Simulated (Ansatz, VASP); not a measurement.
**Zr in VASP and in Ansatz**

The input INCAR:

```
SYSTEM = Zr
PREC     = Accurate       ! precision mode
ENCUT    = 520            ! plane-wave cutoff, eV
EDIFF    = 1E-6           ! SCF threshold, eV
ISMEAR   = -1             ! smearing method
SIGMA    = 0.05           ! smearing width, eV
LREAL    = .False.        ! projectors in reciprocal space
LASPH    = .True.         ! aspherical terms in the spheres
NELM     = 60             ! most SCF steps
ALGO     = Normal         ! electronic algorithm
ISIF     = 2              ! what is computed and relaxed
LWAVE    = .False.        ! write WAVECAR
LCHARG   = .False.        ! write CHGCAR
GGA      = PE             ! functional
NBANDS   = 12             ! bands
```

The input KPOINTS:

```
regular mesh
0
Gamma
  16 16 16
  0 0 0
```

Contents of POSCAR:

```
Zr
1.0
   -1.3172023999      1.3172023999      1.3172023999
    1.3172023999     -1.3172023999      1.3172023999
    1.3172023999      1.3172023999     -1.3172023999
Zr
1
Direct
    0.0000000000      0.0000000000      0.0000000000
```

Input for Ansatz:

```yaml
crystal:
  lattice:
    - [-1.3172023999, 1.3172023999, 1.3172023999]
    - [1.3172023999, -1.3172023999, 1.3172023999]
    - [1.3172023999, 1.3172023999, -1.3172023999]
  atoms:
    - { symbol: Zr, position: [0.0, 0.0, 0.0] }
kpoints:
  mp_grid: { grid: [16, 16, 16] }
  band_path:
    path:
      - [0.0, 0.0, 0.0]
      - [0.5, -0.5, 0.5]
      - [0.0, 0.0, 0.5]
      - [0.0, 0.0, 0.0]
      - [0.25, 0.25, 0.25]
      - [0.5, -0.5, 0.5]
      - [0.25, 0.25, 0.25]
      - [0.0, 0.0, 0.5]
    npoints: 8
scf:
  occupations: { method: fermi_dirac, width: 0.05 }
hamiltonian:
  xc: pbe
  pseudopotentials: { kind: paw }
output:
  forces: true
  stress: true
  eigenvalues: true
  populations: true
  dos: { projected: true, de: 0.2, e_range: [-14, 8] }
```

Change from the starting cell: volume scaled by 0.4, PAW files.

Alike in both runs: task single point; functional PBE; k mesh 16 × 16 × 16; occupations fermi-dirac, width 0.05 eV; no spin polarisation.

|  | VASP | Ansatz |
| --- | --- | --- |
| version | VASP 6.6.1 | Ansatz 0.2.0 |
| potentials or method | VASP PAW PBE potentials, release 64 (Zr_sv) | PAW with Ansatz's default frozen-core files, scalar-relativistic |
| plane-wave cutoff (eV) | 520 | 420 |
| valence electrons in the cell | 12 | 12 |

```tsv
	VASP	Ansatz	Ansatz less VASP
pressure (GPa)	411.0	405.5	-5.56
```

Both programs put the cell under a high pressure, so it lies far from rest at this level.

Noted on VASP's run: the cell as given lies far from equilibrium.
